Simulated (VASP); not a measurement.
# CoH4 (P6/mmm) in VASP: notebook

CoH4 is run at these levels: PBE; tasks: single point, relaxation of cell and atoms.

Everything below comes from runs of VASP 6.6.1. Logs are shortened: lines on timing, memory, paths and dates and some standing lists are left out, and cuts for length are marked.

## (1) The cell of the first run

The structure is hexagonal, space group P6/mmm (No. 191). The conventional cell has a = 2.635 Å, b = 2.635 Å, c = 5.717 Å, α = 90.00°, β = 90.00°, γ = 120.00°. Within 2.4 Å of Co (site symmetry 6/mmm) lie 12 H at 1.80 Å. H (site symmetry 3m) has 4 H at 1.52 to 1.93 Å and 3 Co at 1.80 Å within 2.0 Å.

## (2) Single point, PBE, collinear spin, ferromagnetic start

Contents of INCAR:

```
SYSTEM = CoH4
PREC = Accurate ; ENCUT = 520
EDIFF = 1E-6 ; ISMEAR = 0
SIGMA = 0.1 ; LREAL = .False.
LASPH = .True. ; NELM = 150
ALGO = Normal ; ISIF = 2
LWAVE = .False. ; LCHARG = .False.
ISPIN = 2 ; MAGMOM = 3 0 0 0 0
LORBIT = 11 ; LMAXMIX = 4
GGA = PE ; NBANDS = 18
```

Contents of KPOINTS:

```
Automatic mesh
0
Gamma
  6 6 4
  0 0 0
```

Contents of POSCAR:

```
CoH4
1.0
    2.6348480565      0.0000000000      0.0000000000
   -1.3174240282      2.2818453520      0.0000000000
    0.0000000000      0.0000000000      5.7165446511
Co H
1 4
Direct
    0.0000000000      0.0000000000      0.0000000000
    0.3333333333      0.6666666667      0.1691321579
    0.3333333333      0.6666666667      0.8308678421
    0.6666666667      0.3333333333      0.8308678421
    0.6666666667      0.3333333333      0.1691321579
```

Potentials or basis: VASP PAW PBE potentials, release 64 (Co, H).

On the command line:

```sh
> cat potpaw_PBE.64/Co/POTCAR potpaw_PBE.64/H/POTCAR > POTCAR
> mpirun -np 1 vasp_std > vasp.out
```

OUTCAR:

```text
SYSTEM = CoH4
   PREC = Accurate
   ENCUT = 520
   EDIFF = 1E-6
   ISMEAR = 0
   LREAL = .False.
   LASPH = .True.
   NELM = 150
   ISIF = 2
   ISPIN = 2
   LORBIT = 11
   GGA = PE

 ion  position               nearest neighbor table
   1  0.000  0.000  0.000-   2 1.80   3 1.80   4 1.80   5 1.80   2 1.80   3 1.80   4 1.80   5 1.80
                             4 1.80   5 1.80   2 1.80   3 1.80
   2  0.333  0.667  0.169-   1 1.80   1 1.80   1 1.80
   3  0.333  0.667  0.831-   1 1.80   1 1.80   1 1.80
   4  0.667  0.333  0.831-   1 1.80   1 1.80   1 1.80
   5  0.667  0.333  0.169-   1 1.80   1 1.80   1 1.80

  LATTYP: Found a hexagonal cell.
 ALAT       =     2.6348480565
 C/A-ratio  =     2.1695917672

  Lattice vectors:

 A1 = (   2.6348480565,   0.0000000000,   0.0000000000)
 A2 = (  -1.3174240282,   2.2818453520,   0.0000000000)
 A3 = (   0.0000000000,   0.0000000000,   5.7165446511)

Analysis of symmetry for initial positions (statically):
=====================================================================
 Subroutine PRICEL returns:
 Original cell was already a primitive cell.

 Routine SETGRP: Setting up the symmetry group for a
 hexagonal supercell.

 Subroutine GETGRP returns: Found 24 space group operations
 (whereof 24 operations were pure point group operations)
 out of a pool of 24 trial point group operations.

The static configuration has the point symmetry D_6h.

Analysis of symmetry for dynamics (positions and initial velocities):
=====================================================================
 Subroutine PRICEL returns:
 Original cell was already a primitive cell.

 Routine SETGRP: Setting up the symmetry group for a
 hexagonal supercell.

 Subroutine GETGRP returns: Found 24 space group operations
 (whereof 24 operations were pure point group operations)
 out of a pool of 24 trial point group operations.

The dynamic configuration has the point symmetry D_6h.

Analysis of structural, dynamic, and magnetic symmetry:
=====================================================================
 Subroutine PRICEL returns:
 Original cell was already a primitive cell.

 Routine SETGRP: Setting up the symmetry group for a
 hexagonal supercell.

 Subroutine GETGRP returns: Found 24 space group operations
 (whereof 24 operations were pure point group operations)
 out of a pool of 24 trial point group operations.

The overall configuration has the point symmetry D_6h.

 Subroutine INISYM returns: Found 24 space group operations
 (whereof 24 operations are pure point group operations),
[... 134 lines left out ...]
 NGX is ok and might be reduce to    20
   NGX =  9   NGY =  9   NGZ = 21

 number of electron      13.0000006 magnetization       0.8068965

 number of electron      13.0000005 magnetization      -0.0049428

 Free energy of the ion-electron system (eV)
  ---------------------------------------------------
  ext. energy  EPLUGINS =         0.00000000
  ---------------------------------------------------
  free energy    TOTEN  =       -18.59020867 eV

  energy without entropy =      -18.58101959  energy(sigma->0) =      -18.58561413

 E-fermi :   2.7702     XC(G=0):  -8.9630

 val. band max:        2.7077118330   @ k =   0.1667   0.1667   0.2500
 cond. band min:       2.7988250343   @ k =   0.1667   0.1667   0.0000
 fundamental gap:      0.0911132013
 Fermi energy:         2.7701680092

 spin component 1

 k-point     1 :       0.0000    0.0000    0.0000
  band No.  band energies     occupation
      1     -10.2083      1.00000
      2      -5.9683      1.00000
      3      -0.0854      1.00000
      4       0.6902      1.00000
      5       0.6902      1.00000
      6       1.9953      1.00000
[... 417 lines left out ...]
      4      -2.1481      1.00000
      5       1.7568      1.00000
      6       3.6139      0.00000
[... 10 lines left out ...]
     17      20.6691      0.00000
     18      27.7244      0.00000
 Fermi energy:         2.7701680092

 spin component 2

 k-point     1 :       0.0000    0.0000    0.0000
  band No.  band energies     occupation
      1     -10.2084      1.00000
      2      -5.9683      1.00000
      3      -0.0877      1.00000
      4       0.6857      1.00000
      5       0.6857      1.00000
      6       1.9893      1.00000
[... 418 lines left out ...]
      5       1.7537      1.00000
      6       3.6097      0.00000
[... 10 lines left out ...]
     17      20.6680      0.00000
     18      27.7240      0.00000

------------------------ aborting loop because EDIFF is reached ----------------------------------------

  FORCE on cell =-STRESS in cart. coord.  units (eV):
  Direction    XX          YY          ZZ          XY          YZ          ZX
  --------------------------------------------------------------------------------------
  -------------------------------------------------------------------------------------
  Total       -0.0204877     -0.0204877     -0.0906516     -0.0000000      0.0000000      0.0000000
  in kB       -0.9550563     -0.9550563     -4.2258157     -0.0000000      0.0000000      0.0000000
  external PRESSURE =      -2.0453094 kB  Pullay stress =       0.0000000 kB

 VOLUME and BASIS-vectors are now :
 -----------------------------------------------------------------------------
  energy-cutoff  :      520.00
  volume of cell :       34.37
      direct lattice vectors                 reciprocal lattice vectors
     2.634848057  0.000000000  0.000000000     0.379528526  0.219120897  0.000000000
    -1.317424028  2.281845352  0.000000000     0.000000000  0.438241794  0.000000000
     0.000000000  0.000000000  5.716544651     0.000000000  0.000000000  0.174930847

 POSITION                                       TOTAL-FORCE (eV/Angst)
 -----------------------------------------------------------------------------------
      0.00000      0.00000      0.00000         0.000000     -0.000000      0.000000
     -0.00000      1.52123      0.96685         0.000000      0.000000     -0.001301
     -0.00000      1.52123      4.74969        -0.000000     -0.000000      0.001301
      1.31742      0.76062      4.74969         0.000000      0.000000      0.001301
      1.31742      0.76062      0.96685        -0.000000     -0.000000     -0.001301
 -----------------------------------------------------------------------------------
    total drift:                               -0.000000      0.000000     -0.000000

  FREE ENERGIE OF THE ION-ELECTRON SYSTEM (eV)
  ---------------------------------------------------
  free  energy   TOTEN  =       -18.5902086750 eV

  energy  without entropy=      -18.5810195868  energy(sigma->0) =      -18.58561413

 total charge

# of ion       s       p       d       tot
------------------------------------------
    1        0.368   0.602   7.629   8.600
    2        0.472   0.029   0.000   0.501
    3        0.472   0.029   0.000   0.501
    4        0.472   0.029   0.000   0.501
    5        0.472   0.029   0.000   0.501
--------------------------------------------------
tot          2.255   0.718   7.629  10.603

 magnetization (x)

# of ion       s       p       d       tot
------------------------------------------
    1        0.000  -0.000  -0.005  -0.005
    2        0.000  -0.000   0.000   0.000
    3        0.000  -0.000   0.000   0.000
    4        0.000  -0.000   0.000   0.000
    5        0.000  -0.000   0.000   0.000
--------------------------------------------------
tot          0.000  -0.000  -0.005  -0.004
```

stdout:

```text
POSCAR found type information on POSCAR CoH
 POSCAR found :  2 types and       5 ions
 scaLAPACK will be used
 LDA part: xc-table for (Slater+PW92), standard interpolation
 POSCAR, INCAR and KPOINTS ok, starting setup
 FFT: planning ... GRIDC
 FFT: planning ... GRID_SOFT
 FFT: planning ... GRID
 WAVECAR not read
 entering main loop
```

Run time: 16 s. Hardware: 1 thread of Intel Xeon 6975P-C (Granite Rapids), shared host; peak memory 0.17 GiB.

What came out:

| Property | Result |
| --- | --- |
| Free energy | -18.5902 eV |
| Pressure | -0.2 GPa |
| Net moment | 0.00 μB per cell |
| Valence electrons inside the program's atomic spheres | Co 8.60; H 0.50 |

Stress tensor (GPa, compression positive):
```
-0.10  0.00  0.00
 0.00 -0.10  0.00
 0.00  0.00 -0.42
```

Levels at points of the mesh, in eV from the Fermi level:
Spin up:
| k point | band 3 | band 4 | band 5 | band 6 | band 7 | band 8 | band 9 | band 10 | band 11 | band 12 |
| --- | --- | --- | --- | --- | --- | --- | --- | --- | --- | --- |
| (0.00, 0.00, 0.00) | -2.86 | -2.08 | -2.08 | -0.77 | -0.77 | 2.93 | 6.78 | 9.82 | 10.88 | 12.67 |
| (0.50, 0.00, 0.00) | -6.69 | -1.34 | -1.22 | -0.45 | -0.22 | 1.83 | 3.01 | 7.79 | 10.06 | 11.57 |
| (0.00, 0.00, 0.50) | -2.63 | -2.08 | -2.08 | -0.78 | -0.78 | 4.15 | 6.53 | 6.79 | 9.79 | 19.47 |
| (0.50, 0.00, 0.50) | -6.73 | -1.30 | -1.22 | -0.63 | -0.22 | 1.92 | 2.78 | 9.95 | 10.00 | 11.55 |
Spin down:
```
           k point  band 3  band 4  band 5  band 6  band 7  band 8  band 9  band 10  band 11  band 12
(0.00, 0.00, 0.00)   -2.86   -2.08   -2.08   -0.78   -0.78    2.93    6.78     9.82    10.88    12.66
(0.50, 0.00, 0.00)   -6.69   -1.35   -1.22   -0.45   -0.22    1.83    3.01     7.79    10.06    11.57
(0.00, 0.00, 0.50)   -2.64   -2.08   -2.08   -0.78   -0.78    4.15    6.53     6.79     9.79    19.47
(0.50, 0.00, 0.50)   -6.73   -1.30   -1.22   -0.63   -0.22    1.92    2.77     9.95    10.00    11.55
```

Caveat: the k points lie up to 0.46 Å⁻¹ apart; the starting moments collapsed, and a magnetic state may lie lower.

(Part 1 of 2 ends here.)
